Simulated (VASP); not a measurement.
# Ni (P6_3/mmc) in VASP: a series of runs

The runs below take Ni through single point, with PBEsol+D3(BJ), PBEsol.

Program: VASP 6.6.1. These are calculated values, not measurements. Logs are shortened: lines on timing, memory, paths and dates and some standing lists are left out, and cuts for length are marked.

**1. The cell of the first run**

Symmetry: P6_3/mmc, No. 194, hexagonal system. The conventional cell has a = 2.426 Å, b = 2.426 Å, c = 3.975 Å, α = 90.00°, β = 90.00°, γ = 120.00°. Within 3.2 Å of Ni (site symmetry -6m2) lie 12 Ni at 2.43 Å.

This isn't the form of Ni at room conditions, which is fcc.

**2. Single point, PBEsol+D3(BJ), collinear spin, ferromagnetic start**

Contents of INCAR:

```
SYSTEM = Ni
PREC     = Accurate       ! precision mode
ENCUT    = 520            ! plane-wave cutoff, eV
EDIFF    = 1E-7           ! SCF threshold, eV
ISMEAR   = -1             ! smearing method
SIGMA    = 0.1            ! smearing width, eV
LREAL    = .FALSE.        ! projectors in reciprocal space
LASPH    = .TRUE.         ! aspherical terms in the spheres
NELM     = 150            ! most SCF steps
ALGO     = Normal         ! electronic algorithm
ISIF     = 2              ! what is computed and relaxed
LWAVE    = .FALSE.        ! write WAVECAR
LCHARG   = .FALSE.        ! write CHGCAR
ISPIN    = 2              ! spin polarisation
MAGMOM   = 2 2            ! initial moments
LORBIT   = 11             ! projections on sites
LMAXMIX  = 4              ! l up to which the mixer works
GGA      = PS             ! functional
IVDW     = 12             ! dispersion correction
NBANDS   = 21             ! bands
```

Contents of KPOINTS:

```
Automatic mesh
0
G
  14 14 7
  0 0 0
```

Contents of POSCAR:

```
Ni
1.0
    2.4257898063     -0.0000002861      0.0000000000
   -1.2128946554      2.1007957395      0.0000000000
    0.0000000000      0.0000000000      3.9748242234
Ni
2
Direct
    0.3333333333      0.6666666667      0.2500000000
    0.6666666667      0.3333333333      0.7500000000
```

Potentials or basis: VASP PAW PBE potentials, release 64 (Ni).

Command:

```sh
$ cat potpaw_PBE.64/Ni/POTCAR > POTCAR
$ mpirun -np 1 vasp_std > vasp.out
```

OUTCAR:

```text
SYSTEM = Ni
   PREC = Accurate
   ENCUT = 520
   EDIFF = 1E-7
   ISMEAR = -1
   LREAL = .FALSE.
   LASPH = .TRUE.
   NELM = 150
   ISIF = 2
   ISPIN = 2
   LORBIT = 11
   GGA = PS
   IVDW = 12
 IVDW          = 12

 ion  position               nearest neighbor table
   1  0.333  0.667  0.250-   2 2.43   2 2.43   2 2.43   2 2.43   2 2.43   2 2.43
   2  0.667  0.333  0.750-   1 2.43   1 2.43   1 2.43   1 2.43   1 2.43   1 2.43

  LATTYP: Found a hexagonal cell.
 ALAT       =     2.4257898063
 C/A-ratio  =     1.6385691015

  Lattice vectors:

 A1 = (   2.4257898063,  -0.0000002861,   0.0000000000)
 A2 = (  -1.2128946554,   2.1007957395,   0.0000000000)
 A3 = (   0.0000000000,   0.0000000000,   3.9748242234)

Analysis of symmetry for initial positions (statically):
=====================================================================
 Subroutine PRICEL returns:
 Original cell was already a primitive cell.

 Routine SETGRP: Setting up the symmetry group for a
 hexagonal supercell.

 Subroutine GETGRP returns: Found 24 space group operations
 (whereof 12 operations were pure point group operations)
 out of a pool of 24 trial point group operations.

The static configuration has the point symmetry D_3d.
 The point group associated with its full space group is D_6h.

Analysis of symmetry for dynamics (positions and initial velocities):
=====================================================================
 Subroutine PRICEL returns:
 Original cell was already a primitive cell.

 Routine SETGRP: Setting up the symmetry group for a
 hexagonal supercell.

 Subroutine GETGRP returns: Found 24 space group operations
 (whereof 12 operations were pure point group operations)
 out of a pool of 24 trial point group operations.

The dynamic configuration has the point symmetry D_3d.
 The point group associated with its full space group is D_6h.

Analysis of structural, dynamic, and magnetic symmetry:
=====================================================================
 Subroutine PRICEL returns:
 Original cell was already a primitive cell.

 Routine SETGRP: Setting up the symmetry group for a
 hexagonal supercell.

 Subroutine GETGRP returns: Found 24 space group operations
 (whereof 12 operations were pure point group operations)
 out of a pool of 24 trial point group operations.

The overall configuration has the point symmetry D_3d.
 The point group associated with its full space group is D_6h.

 Subroutine INISYM returns: Found 24 space group operations
 (whereof 12 operations are pure point group operations),
 and found     1 'primitive' translations

----------------------------------------------------------------------------------------

                                     Primitive cell

  volume of cell :      20.2561

  direct lattice vectors                    reciprocal lattice vectors
     2.425789806 -0.000000286  0.000000000     0.412236899  0.238005020  0.000000000
    -1.212894655  2.100795740  0.000000000     0.000000056  0.476010137  0.000000000
     0.000000000  0.000000000  3.974824223     0.000000000  0.000000000  0.251583452

  length of vectors
     2.425789806  2.425789806  3.974824223     0.476010137  0.476010137  0.251583452

  position of ions in fractional coordinates (direct lattice)
     0.333333333  0.666666667  0.250000000
     0.666666667  0.333333333  0.750000000

  ion indices of the primitive-cell ions
   primitive index   ion index
                 1           1
                 2           2

----------------------------------------------------------------------------------------

 KPOINTS: Automatic mesh

Automatic generation of k-mesh.
 Grid dimensions read from file:
 generate k-points for:   14   14    7

 Generating k-lattice:

  Cartesian coordinates                     Fractional coordinates (reciprocal lattice)
     0.029445493  0.017000359  0.000000000     0.071428571 -0.000000000  0.000000000
     0.000000004  0.034000724  0.000000000     0.000000000  0.071428571  0.000000000
     0.000000000  0.000000000  0.035940493     0.000000000  0.000000000  0.142857143

  Length of vectors
     0.034000724  0.034000724  0.035940493

  Shift w.r.t. Gamma in fractional coordinates (k-lattice)
     0.000000000  0.000000000  0.000000000

 Subroutine IBZKPT returns following result:
 ===========================================

 Found     96 irreducible k-points:

 Following reciprocal coordinates:
            Coordinates               Weight
  0.000000  0.000000  0.000000      1.000000
  0.071429  0.000000  0.000000      6.000000
  0.142857  0.000000  0.000000      6.000000
  0.214286  0.000000  0.000000      6.000000
  0.285714  0.000000  0.000000      6.000000
  0.357143  0.000000  0.000000      6.000000
[... 16 lines left out ...]
  0.285714  0.285714  0.000000      6.000000
  0.357143  0.285714  0.000000      6.000000
 [... further k-points ...]
   k-points           NKPTS =     96   k-points in BZ     NKDIM =     96   number of bands    NBANDS=     21
   number of dos      NEDOS =    301   number of ions     NIONS =      2
   total plane-waves  NPLWV =   9720
   dimension x,y,z NGX =    18 NGY =   18 NGZ =   30
   dimension x,y,z NGXF=    36 NGYF=   36 NGZF=   60
   ions per type =               2
   NGX,Y,Z   is equivalent  to a cutoff of  12.34, 12.34, 12.55 a.u.
   NGXF,Y,Z  is equivalent  to a cutoff of  24.67, 24.67, 25.09 a.u.
 SYSTEM =  Ni
   PREC   = accura    normal or accurate (medium, high low for compatibility)
   ISTART =      0    job   : 0-new  1-cont  2-samecut
   ICHARG =      2    charge: 1-file 2-atom 10-const
   ISPIN  =      2    spin polarized calculation?
   LNONCOLLINEAR =      F non collinear calculations
   LSORBIT =      F    spin-orbit coupling
   LASPH  =      T    aspherical Exc in radial PAW
   ENCUT  =  520.0 eV  38.22 Ry    6.18 a.u.   4.51  4.51  7.39*2*pi/ulx,y,z
   NELM   =    150;   NELMIN=  2; NELMDL= -5     # of ELM steps
   EDIFF  = 0.1E-06   stopping-criterion for ELM
   LREAL  =      F    real-space projection
   EDIFFG = 0.1E-05   stopping-criterion for IOM
   NSW    =      0    number of steps for IOM
   IBRION =     -1    ionic relax: 0-MD 1-quasi-New 2-CG
   NFREE  =      0    steps in history (QN), initial steepest desc. (CG)
   ISIF   =      2    stress and relaxation
   ISYM   =      2    0-nonsym 1-usesym 2-fastsym
   POTIM  = 0.5000    time-step for ionic-motion
   TEBEG  =    0.0;   TEEND  =   0.0 temperature during run
   PSTRESS=    0.0 pullay stress
   NELECT =      20.0000    total number of electrons
   NUPDOWN=      -1.0000    fix difference up-down
   EMIN   =  10.00;   EMAX   =-10.00  energy-range for DOS
   EFERMI =   0.00;   METHOD = LEGACY
   ISMEAR =    -1;   SIGMA  =   0.10  broadening in eV -4-tet -1-fermi 0-gaus
   EFERMI_NEDOS =   21; number of points for ismear=-14 and -15
   IALGO  =     38    algorithm
   IMIX   =      4    mixing-type and parameters
     AMIX     =   0.40;   BMIX     =  1.00
     AMIX_MAG =   1.60;   BMIX_MAG =  1.00
  volume/ion in A,a.u.               =      10.13        68.35
  Fermi-wavevector in a.u.,A,eV,Ry     =   1.630171  3.080577 36.156910  2.657458
  Thomas-Fermi vector in A             =   2.722516
   LORBIT       =     11    0 simple, 1 ext, 2 COOP (PROOUT), +10 PAW based schemes
   GGA     = PS    functional components
   LHFCALC =     F    Hartree Fock is set to
   AEXX    =    0.0000 exact exchange contribution
   IVDW    =    12    specifies the selected vdW correction
   LEPSILON=     F    determine dielectric tensor
   LRPA    =     F    only Hartree local field effects (RPA)
 spin polarized calculation
  energy-cutoff  :      520.00
  volume of cell :       20.26
 maximum number of plane-waves:       564
   NGX =  9   NGY =  9   NGZ = 15

 number of electron      19.9999973 magnetization       1.1752646

 Free energy of the ion-electron system (eV)
  ---------------------------------------------------
  ext. energy  EPLUGINS =         0.00000000
  ---------------------------------------------------
  free energy    TOTEN  =       -12.26817777 eV

  energy without entropy =      -12.14726220  energy(sigma->0) =      -12.20771998

 E-fermi :  10.2494     XC(G=0): -13.8646

 val. band max:       10.2487359401   @ k =   0.4286   0.1429   0.2857
 cond. band min:      10.2502445292   @ k =   0.4286   0.0714   0.1429
 fundamental gap:      0.0015085891
 Fermi energy:        10.2494312106

 spin component 1

 k-point     1 :       0.0000    0.0000    0.0000
  band No.  band energies     occupation
      1       0.6644      1.00000
      2       5.0055      1.00000
      3       7.6622      1.00000
      4       7.7621      1.00000
      5       7.7621      1.00000
      6       8.0645      1.00000
[... 13 lines left out ...]
     20      37.3563      0.00000
     21      42.3186      0.00000

 k-point     2 :       0.0714    0.0000    0.0000
  band No.  band energies     occupation
      1       0.8520      1.00000
      2       5.1227      1.00000
      3       7.5318      1.00000
      4       7.8474      1.00000
      5       7.8672      1.00000
      6       8.0217      1.00000
[... 13 lines left out ...]
     20      39.4192      0.00000
     21      40.1483      0.00000
[... 487 lines left out ...]
      5       7.4048      1.00000
      6       7.6685      1.00000
[... 13 lines left out ...]
     20      44.0210      0.00000
     21      45.8500      0.00000

 k-point    24 :       0.3571    0.2857    0.0000
  band No.  band energies     occupation
      1       6.0353      1.00000
      2       6.2258      1.00000
      3       6.3105      1.00000
      4       6.6212      1.00000
      5       7.4476      1.00000
      6       7.5450      1.00000
[... 13 lines left out ...]
     20      44.4882      0.00000
     21      47.2379      0.00000

 [... further k-points ...]

 spin component 2

 k-point     1 :       0.0000    0.0000    0.0000
  band No.  band energies     occupation
      1       0.6625      1.00000
      2       5.3703      1.00000
      3       8.2929      1.00000
      4       8.3746      1.00000
      5       8.3746      1.00000
      6       8.6951      1.00000
[... 13 lines left out ...]
     20      37.4559      0.00000
     21      42.2884      0.00000

 k-point     2 :       0.0714    0.0000    0.0000
  band No.  band energies     occupation
      1       0.8503      1.00000
      2       5.4937      1.00000
      3       8.1405      1.00000
      4       8.4629      1.00000
      5       8.4968      1.00000
      6       8.6481      1.00000
[... 13 lines left out ...]
     20      39.5164      0.00000
     21      40.2182      0.00000
[... 487 lines left out ...]
      5       7.9547      1.00000
      6       8.2169      1.00000
[... 13 lines left out ...]
     20      44.0585      0.00000
     21      45.9603      0.00000

 k-point    24 :       0.3571    0.2857    0.0000
  band No.  band energies     occupation
      1       6.5146      1.00000
      2       6.6194      1.00000
      3       6.7529      1.00000
      4       6.9925      1.00000
      5       7.9956      1.00000
      6       8.0864      1.00000
[... 13 lines left out ...]
     20      44.5304      0.00000
     21      47.2826      0.00000

 [... further k-points ...]

------------------------ aborting loop because EDIFF is reached ----------------------------------------

 Edisp (eV)   -0.89666

 E8    (eV) :    -0.5877

  FORCE on cell =-STRESS in cart. coord.  units (eV):
  Direction    XX          YY          ZZ          XY          YZ          ZX
  --------------------------------------------------------------------------------------
  -------------------------------------------------------------------------------------
  Total      -0.02439    -0.02439    -0.02061     0.00000     0.00000     0.00000
  in kB      -1.92901    -1.92901    -1.63020     0.00000     0.00000     0.00000
  external pressure =       -1.83 kB  Pullay stress =        0.00 kB

 VOLUME and BASIS-vectors are now :
 -----------------------------------------------------------------------------
  energy-cutoff  :      520.00
  volume of cell :       20.26
      direct lattice vectors                 reciprocal lattice vectors
     2.425789806 -0.000000286  0.000000000     0.412236899  0.238005020  0.000000000
    -1.212894655  2.100795740  0.000000000     0.000000056  0.476010137  0.000000000
     0.000000000  0.000000000  3.974824223     0.000000000  0.000000000  0.251583452

 POSITION                                       TOTAL-FORCE (eV/Angst)
 -----------------------------------------------------------------------------------
      0.00000      1.40053      0.99371        -0.000000     -0.000000      0.000000
      1.21289      0.70027      2.98112         0.000000      0.000000      0.000000
 -----------------------------------------------------------------------------------
    total drift:                               -0.000000      0.000000     -0.000000

  FREE ENERGIE OF THE ION-ELECTRON SYSTEM (eV)
  ---------------------------------------------------
  free  energy   TOTEN  =       -13.1648372595 eV

  energy  without entropy=      -13.0439216943  energy(sigma->0) =      -13.10437948

 total charge

# of ion       s       p       d       tot
------------------------------------------
    1        0.531   0.570   8.351   9.452
    2        0.531   0.570   8.351   9.452
--------------------------------------------------
tot          1.062   1.140  16.703  18.905

 magnetization (x)

# of ion       s       p       d       tot
------------------------------------------
    1       -0.005  -0.023   0.619   0.591
    2       -0.005  -0.023   0.619   0.591
--------------------------------------------------
tot         -0.010  -0.046   1.237   1.181
```

Run time: 75 s. Hardware: 1 thread of Intel Xeon 8259CL, shared host; peak memory 0.19 GiB.

Results:

```
Free energy                                           : -13.1648 eV
Pressure                                              : -0.2 GPa
Net moment                                            : 1.18 μB per cell
Site moments                                          : Ni +0.59 μB
Valence electrons inside the program's atomic spheres : Ni 9.45
Dispersion energy per atom                            : -0.448 eV
```

Caveat: the PAW data sets were made with another functional, which shifts forces and pressure a little.

[end of part 1 of 2]
